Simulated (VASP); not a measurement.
CsCl:

```
Cs Cl
1.0
     4.09712    0.00000    0.00000
     0.00000    4.13683    0.00000
     0.00000    0.00000    4.13683
Cs Cl
1 1
Direct
  0.00000 0.00000 0.00000
  0.50000 0.50000 0.50000
```

This cell differs from its parent crystal: uniaxial x strain -1.0%.

Base run:

```yaml
Program: VASP 6.6.1
Functional: PBE
Potentials_or_basis: VASP PAW PBE potentials, release 64 (Cs_sv, Cl)
Cutoff: 500 eV
k_mesh: 6 × 6 × 6
Occupations: fermi-dirac, width 0.02 eV
Spin: no spin polarisation
```

Its results: band gap on the k mesh 5.24 eV, direct; pressure 1.0 GPa.

Question: The run is repeated on the same cell with these changes: functional from PBE to r2SCAN; cutoff from 500 eV to 550 eV; occupations from fermi-dirac, width 0.02 eV to gaussian, width 0.01 eV. What comes out?

Answer: Band gap on the k mesh 5.87 eV, direct; pressure 0.3 GPa.

Caveats: spin-orbit coupling is left out, which moves the levels of the heavy elements; the PAW data sets were made with another functional, which shifts forces and pressure a little (some runs).

A k mesh can miss the band edges.
